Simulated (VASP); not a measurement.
Wanted: the native input for a VASP 6.6.1 run.

| Property | Result |
| --- | --- |
| Task | single point |
| Functional | LDA |
| Potentials or basis | VASP PAW LDA potentials, release 64 (C, Si) |
| Cutoff | 520 eV |
| k mesh | 6 × 4 × 1 |
| Occupations | gaussian, width 0.1 eV |
| Spin | no spin polarisation |
| Dipole correction | yes |
| Further INCAR settings | LREAL = Auto; ALGO = Normal; EDIFF = 1e-06; NBANDS = 58 |

The structure of SiC20 lies in POSCAR:

```
SiC20
1.0
    4.8886397374      0.0000000000      0.0000000000
    0.0000000000      6.7320639185      0.0000000000
    0.0000000000      0.0000000000     19.8779297502
C Si
20 1
Direct
    0.1873445658      0.7499862731      0.2012281988
    0.6873445658      0.7499862731      0.2012281988
    0.3122616418      0.2500137269      0.2189744258
    0.8122616418      0.2500137269      0.2189744258
    0.0622461176      0.2500137269      0.2544882356
    0.5622461176      0.2500137269      0.2544882356
    0.1871631936      0.7499862731      0.2722344626
    0.6871631936      0.7499862731      0.2722344626
    0.4371476695      0.7499862731      0.3077482725
    0.9371476696      0.7499862731      0.3077482725
    0.0327331600      0.2593588811      0.3267972099
    0.5327331600      0.2593588811      0.3267972099
    0.2778387656      0.2880713332      0.3614247234
    0.7778387656      0.2880713332      0.3614247234
    0.4611295625      0.6809589459      0.3746072660
    0.9611295625      0.6809589459      0.3746072660
    0.2151187046      0.6005973959      0.3990088605
    0.7151187046      0.6005973959      0.3990088605
    0.2458331930      0.4038298762      0.4214689284
    0.7458331930      0.4038298762      0.4214689284
    0.6208331930      0.4038298762      0.5042136396
```

These files were run (other wordings do the same):

INCAR

```
ALGO = Normal ; DIPOL = 0.5 0.5 0.323
EDIFF = 1E-6 ; ENCUT = 520
GGA = CA ; IDIPOL = 3
ISIF = 2 ; ISMEAR = 0
LASPH = True ; LCHARG = False
LDIPOL = True ; LREAL = Auto
LWAVE = False ; NBANDS = 58
NELM = 80 ; PREC = Accurate
SIGMA = 0.1
```

KPOINTS

```
k-points
0
Gamma
  6 4 1
```

Potentials or basis: VASP PAW LDA potentials, release 64 (C, Si).

Command:

```console
$ cat potpaw_LDA.64/C/POTCAR potpaw_LDA.64/Si/POTCAR > POTCAR
$ mpirun -np 1 vasp_std > vasp.out
```

Results of the run:

```yaml
Largest_force: 3.083 eV/Å
Band_gap_on_the_k_mesh: zero (bands 42 and 43 overlap by 0.10 eV)
```

Wall time 26 min on 1 thread of AMD EPYC 7R13, on a shared host, peak memory 0.6 GiB.
